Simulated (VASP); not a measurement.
# Mo12H in VASP: notebook

Runs on Mo12H. Level: PBE. Tasks: single point.

Everything below comes from runs of VASP 6.6.1. Logs are shortened: lines on timing, memory, paths and dates and some standing lists are left out, and cuts for length are marked.

**1. The cell of the first run**

The cell holds a slab with vacuum, 13 atoms: a = 5.474 Å, b = 5.474 Å, c = 19.808 Å, α = 90.00°, β = 90.00°, γ = 109.47°.

**2. Single point, PBE**

Contents of INCAR:

```
SYSTEM = Mo12H
PREC = Accurate
ENCUT = 520
EDIFF = 1E-6
ISMEAR = 0
SIGMA = 0.1
LREAL = .FALSE.
LASPH = .TRUE.
NELM = 100
ALGO = Normal
ISIF = 2
LWAVE = .FALSE.
LCHARG = .FALSE.
LDIPOL = .TRUE.
IDIPOL = 3
DIPOL = 0.5 0.5 0.325
GGA = PE
NBANDS = 96
```

Contents of KPOINTS:

```
regular mesh
0
G
  5 5 1
  0 0 0
```

Contents of POSCAR:

```
Mo12H
1.0
    5.4740909337      0.0000000000      0.0000000000
   -1.8246969779      5.1610224267      0.0000000000
    0.0000000000      0.0000000000     19.8082441144
Mo H
12 1
Direct
    0.2500000000      0.2500000000      0.2019361220
    0.2500000000      0.7500000000      0.2019361220
    0.7500000000      0.2500000000      0.2019361220
    0.7500000000      0.7500000000      0.2019361220
    0.0000000000      0.0000000000      0.3106875863
    0.0000000000      0.5000000000      0.3106875863
    0.5000000000      0.0000000000      0.3106875863
    0.5000000000      0.5000000000      0.3106875863
    0.2500000000      0.2500000000      0.4194336493
    0.2500000000      0.7500000000      0.4194336493
    0.7500000000      0.2500000000      0.4194336493
    0.7500000000      0.7500000000      0.4194336493
    0.3333333333      0.6666666667      0.4998540230
```

Potentials or basis: VASP PAW PBE potentials, release 64 (Mo_sv, H).

On the command line:

```sh
> cat potpaw_PBE.64/Mo_sv/POTCAR potpaw_PBE.64/H/POTCAR > POTCAR
> mpirun -np 1 vasp_std > vasp.out
```

OUTCAR:

```text
SYSTEM = Mo12H
   PREC = Accurate
   ENCUT = 520
   EDIFF = 1E-6
   ISMEAR = 0
   LREAL = .FALSE.
   LASPH = .TRUE.
   NELM = 100
   ISIF = 2
   GGA = PE

 ion  position               nearest neighbor table
   1  0.250  0.250  0.202-   5 2.67   8 2.67   2 2.74   2 2.74   3 2.74   3 2.74   7 3.10   6 3.10
                             4 3.16   4 3.16
   2  0.250  0.750  0.202-   6 2.67   7 2.67   1 2.74   1 2.74   4 2.74   4 2.74   5 3.10   8 3.10
                             3 3.16   3 3.16
   3  0.750  0.250  0.202-   6 2.67   7 2.67   4 2.74   4 2.74   1 2.74   1 2.74   5 3.10   8 3.10
                             2 3.16   2 3.16
   4  0.750  0.750  0.202-   5 2.67   8 2.67   3 2.74   3 2.74   2 2.74   2 2.74   7 3.10   6 3.10
                             1 3.16   1 3.16
   5  0.000  0.000  0.311-   9 2.67  12 2.67   1 2.67   4 2.67   6 2.74   6 2.74   7 2.74   7 2.74
                            11 3.10  10 3.10   3 3.10   2 3.10   8 3.16   8 3.16
   6  0.000  0.500  0.311-  10 2.67  11 2.67   2 2.67   3 2.67   5 2.74   5 2.74   8 2.74   8 2.74
                             9 3.10  12 3.10   1 3.10   4 3.10   7 3.16   7 3.16
   7  0.500  0.000  0.311-  10 2.67  11 2.67   2 2.67   3 2.67   8 2.74   8 2.74   5 2.74   5 2.74
                             9 3.10  12 3.10   1 3.10   4 3.10   6 3.16   6 3.16
   8  0.500  0.500  0.311-   9 2.67  12 2.67   1 2.67   4 2.67   7 2.74   7 2.74   6 2.74   6 2.74
                            11 3.10  10 3.10   3 3.10   2 3.10   5 3.16   5 3.16
   9  0.250  0.250  0.419-   5 2.67   8 2.67  10 2.74  10 2.74  11 2.74  11 2.74   7 3.10   6 3.10
                            12 3.16  12 3.16
  10  0.250  0.750  0.419-  13 1.76   7 2.67   6 2.67   9 2.74   9 2.74  12 2.74  12 2.74   8 3.10
                             5 3.10  11 3.16  11 3.16
  11  0.750  0.250  0.419-   6 2.67   7 2.67  12 2.74  12 2.74   9 2.74   9 2.74   5 3.10   8 3.10
                            10 3.16  10 3.16
  12  0.750  0.750  0.419-   5 2.67   8 2.67  11 2.74  11 2.74  10 2.74  10 2.74   7 3.10   6 3.10
                             9 3.16   9 3.16
  13  0.333  0.667  0.500-  10 1.76

  LATTYP: Found a base centered orthorhombic cell.
 ALAT       =     6.3209357483
 B/A-ratio  =     1.4142135624
 C/A-ratio  =     3.1337518531

  Lattice vectors:

 A1 = (   5.4740909337,   0.0000000000,   0.0000000000)
 A2 = (  -1.8246969779,   5.1610224267,   0.0000000000)
 A3 = (   0.0000000000,   0.0000000000,  19.8082441144)

Analysis of symmetry for initial positions (statically):
=====================================================================
 Subroutine PRICEL returns:
 Original cell was already a primitive cell.

 Routine SETGRP: Setting up the symmetry group for a
 base centered orthorhombic supercell.

 Subroutine GETGRP returns: Found  2 space group operations
 (whereof  2 operations were pure point group operations)
 out of a pool of  8 trial point group operations.

The static configuration has the point symmetry C_1h.

Analysis of symmetry for dynamics (positions and initial velocities):
=====================================================================
 Subroutine PRICEL returns:
 Original cell was already a primitive cell.
[... 147 lines left out ...]
  energy-cutoff  :      520.00
  volume of cell :      559.62
 maximum number of plane-waves:     15102
 NGX is ok and might be reduce to    42
   NGX = 21   NGY = 21   NGZ = 73

 dipolmoment           0.000000      0.000000     -0.018989 electrons x Angstroem

 number of electron     168.9999986 magnetization

 dipolmoment           0.000000      0.000000      0.032229 electrons x Angstroem

 Free energy of the ion-electron system (eV)
  ---------------------------------------------------
  ext. energy  EPLUGINS =         0.00000000
  ---------------------------------------------------
  free energy    TOTEN  =      -124.63626591 eV

  energy without entropy =     -124.57490710  energy(sigma->0) =     -124.60558650

 E-fermi :   1.1660     XC(G=0):  -5.5633

 val. band max:        1.1502933598   @ k =   0.2000  -0.0000   0.0000
 cond. band min:       1.1696148048   @ k =   0.4000   0.0000   0.0000
 fundamental gap:      0.0193214449
 Fermi energy:         1.1659584710

 k-point     1 :       0.0000    0.0000    0.0000
  band No.  band energies     occupation
      1     -60.0697      2.00000
      2     -59.8975      2.00000
      3     -59.8837      2.00000
      4     -59.8274      2.00000
      5     -59.7932      2.00000
      6     -59.7445      2.00000
[... 880 lines left out ...]
     95       2.0589      0.00000
     96       2.0797      0.00000

------------------------ aborting loop because EDIFF is reached ----------------------------------------

 vacuum level on the upper side and lower side of the slab       (xc-potential included)        -0.016        -0.229

  FORCE on cell =-STRESS in cart. coord.  units (eV):
  Direction    XX          YY          ZZ          XY          YZ          ZX
  --------------------------------------------------------------------------------------
  -------------------------------------------------------------------------------------
  Total      -10.4326454     -9.9034553      1.2731691      0.7483878     -1.0265508      1.4517616
  in kB      -29.8683545    -28.3532989      3.6450455      2.1426121     -2.9389845      4.1563505
  external PRESSURE =     -18.1922027 kB  Pullay stress =       0.0000000 kB

 VOLUME and BASIS-vectors are now :
 -----------------------------------------------------------------------------
  energy-cutoff  :      520.00
  volume of cell :      559.62
      direct lattice vectors                 reciprocal lattice vectors
     5.474090934  0.000000000  0.000000000     0.182678734  0.064586686  0.000000000
    -1.824696978  5.161022427  0.000000000     0.000000000  0.193760057  0.000000000
     0.000000000  0.000000000 19.808244114     0.000000000  0.000000000  0.050484030

 POSITION                                       TOTAL-FORCE (eV/Angst)
 -----------------------------------------------------------------------------------
      0.91235      1.29026      4.00000         0.011718     -0.016338     -0.099285
      0.00000      3.87077      4.00000        -0.024641      0.017424      0.072324
      3.64939      1.29026      4.00000         0.056895     -0.040231      0.137776
      2.73705      3.87077      4.00000         0.019310     -0.005602     -0.099285
      0.00000      0.00000      6.15418        -0.082217      0.058136     -0.095758
     -0.91235      2.58051      6.15418        -0.228755     -0.065826     -0.320886
      2.73705      0.00000      6.15418        -0.014190      0.237614     -0.320886
      1.82470      2.58051      6.15418        -0.010557      0.007465      0.089264
      0.91235      1.29026      8.30824         0.186569      0.113164      0.327908
      0.00000      3.87077      8.30824        -0.421061      0.297735      0.252649
      3.64939      1.29026      8.30824        -0.076810      0.054313     -0.278913
      2.73705      3.87077      8.30824        -0.044503     -0.213621      0.327908
      0.60823      3.44068      9.90123         0.628241     -0.444233      0.007183
 -----------------------------------------------------------------------------------
    total drift:                               -0.000014      0.000010      0.000463

  FREE ENERGIE OF THE ION-ELECTRON SYSTEM (eV)
  ---------------------------------------------------
  free  energy   TOTEN  =      -124.6362659064 eV

  energy  without entropy=     -124.5749071017  energy(sigma->0) =     -124.60558650

 vacuum level on the upper side and lower side of the slab         5.950         5.710
```

Run time: 33 min. Hardware: 1 thread of AMD EPYC 7R13 (Zen 3), shared host; peak memory 0.7 GiB.

Results:

```yaml
Free_energy: -124.6363 eV
Largest_force: 0.769 eV/Å
```

Forces in eV/Å, atoms in the order of the input:
```
Mo   0.012 -0.016 -0.099
Mo  -0.025  0.017  0.072
Mo   0.057 -0.040  0.138
Mo   0.019 -0.006 -0.099
Mo  -0.082  0.058 -0.096
Mo  -0.229 -0.066 -0.321
Mo  -0.014  0.238 -0.321
Mo  -0.011  0.007  0.089
Mo   0.187  0.113  0.328
Mo  -0.421  0.298  0.253
Mo  -0.077  0.054 -0.279
Mo  -0.045 -0.214  0.328
H    0.628 -0.444  0.007
```

**3. Single point, PBE**

Contents of INCAR:

```
SYSTEM = Mo12H
ALGO     = Normal         ! electronic algorithm
DIPOL    = 0.5 0.5 0.323
EDIFF    = 1E-6           ! SCF threshold, eV
ENCUT    = 520            ! plane-wave cutoff, eV
GGA      = PE             ! functional
IDIPOL   = 3            
ISIF     = 2              ! what is computed and relaxed
ISMEAR   = 0              ! smearing method
LASPH    = .TRUE.         ! aspherical terms in the spheres
LCHARG   = .TRUE.         ! write CHGCAR
LDIPOL   = .TRUE.       
LELF     = .TRUE.         ! ELF
LREAL    = .FALSE.        ! projectors in reciprocal space
LVACPOTAV= .TRUE.       
LVHAR    = .TRUE.       
LWAVE    = .FALSE.        ! write WAVECAR
NBANDS   = 96             ! bands
NELM     = 80             ! most SCF steps
PREC     = Accurate       ! precision mode
SIGMA    = 0.1            ! smearing width, eV
```

Contents of KPOINTS:

```
k-points
0
G
  5 5 1
  0 0 0
```

Changes to POSCAR since step 2:

```diff
@@ -20,2 +20,2 @@
     0.7500000000      0.7500000000      0.4194336493
-    0.3333333333      0.6666666667      0.4998540230
+    0.4166666667      0.5833333333      0.4760441858
```

Potentials or basis: VASP PAW PBE potentials, release 64 (Mo_sv, H).

On the command line:

```sh
> cat potpaw_PBE.64/Mo_sv/POTCAR potpaw_PBE.64/H/POTCAR > POTCAR
> mpirun -np 1 vasp_std > vasp.out
```

OUTCAR:

```text
SYSTEM = Mo12H
   EDIFF = 1E-6
   ENCUT = 520
   GGA = PE
   ISIF = 2
   ISMEAR = 0
   LASPH = .TRUE.
   LREAL = .FALSE.
   NELM = 80
   PREC = Accurate

 ion  position               nearest neighbor table
   1  0.250  0.250  0.202-   5 2.67   8 2.67   2 2.74   2 2.74   3 2.74   3 2.74   7 3.10   6 3.10
                             4 3.16   4 3.16
   2  0.250  0.750  0.202-   6 2.67   7 2.67   1 2.74   1 2.74   4 2.74   4 2.74   5 3.10   8 3.10
                             3 3.16   3 3.16
   3  0.750  0.250  0.202-   6 2.67   7 2.67   4 2.74   4 2.74   1 2.74   1 2.74   5 3.10   8 3.10
                             2 3.16   2 3.16
   4  0.750  0.750  0.202-   5 2.67   8 2.67   3 2.74   3 2.74   2 2.74   2 2.74   7 3.10   6 3.10
                             1 3.16   1 3.16
[... 1129 lines left out ...]
     0.000000000  0.000000000 19.808244114     0.000000000  0.000000000  0.050484030

 POSITION                                       TOTAL-FORCE (eV/Angst)
 -----------------------------------------------------------------------------------
      0.91235      1.29026      4.00000        -0.009602     -0.059989     -0.063179
      0.00000      3.87077      4.00000        -0.057512      0.040667     -0.006794
      3.64939      1.29026      4.00000         0.025620     -0.018116     -0.009043
      2.73705      3.87077      4.00000         0.053357      0.029049     -0.063179
      0.00000      0.00000      6.15418        -0.030349      0.021460     -0.293400
     -0.91235      2.58051      6.15418        -0.061564      0.059650     -0.057445
      2.73705      0.00000      6.15418        -0.076760      0.038160     -0.057445
      1.82470      2.58051      6.15418         0.009965     -0.007046     -0.077843
      0.91235      1.29026      8.30824         0.095119     -0.057824      0.355398
      0.00000      3.87077      8.30824        -0.306277      0.216571     -0.006466
      3.64939      1.29026      8.30824        -0.028450      0.020117     -0.084851
      2.73705      3.87077      8.30824         0.086224     -0.070404      0.355398
      1.21646      3.01060      9.42960         0.300228     -0.212293      0.008850
 -----------------------------------------------------------------------------------
    total drift:                                0.000001     -0.000001      0.000765

  FREE ENERGIE OF THE ION-ELECTRON SYSTEM (eV)
  ---------------------------------------------------
  free  energy   TOTEN  =      -125.2345994545 eV

  energy  without entropy=     -125.1780995404  energy(sigma->0) =     -125.20634950

 vacuum level on the upper side and lower side of the slab         5.919         5.884
```

Run time: 38 min. Hardware: 1 thread of AMD EPYC 7R43 (Zen 3), shared host; peak memory 0.69 GiB.

What came out:

```yaml
Free_energy: -125.2346 eV
Largest_force: 0.375 eV/Å
```

Forces on the atoms (eV/Å):
```
Mo  -0.010 -0.060 -0.063
Mo  -0.058  0.041 -0.007
Mo   0.026 -0.018 -0.009
Mo   0.053  0.029 -0.063
Mo  -0.030  0.021 -0.293
Mo  -0.062  0.060 -0.057
Mo  -0.077  0.038 -0.057
Mo   0.010 -0.007 -0.078
Mo   0.095 -0.058  0.355
Mo  -0.306  0.217 -0.006
Mo  -0.028  0.020 -0.085
Mo   0.086 -0.070  0.355
H    0.300 -0.212  0.009
```
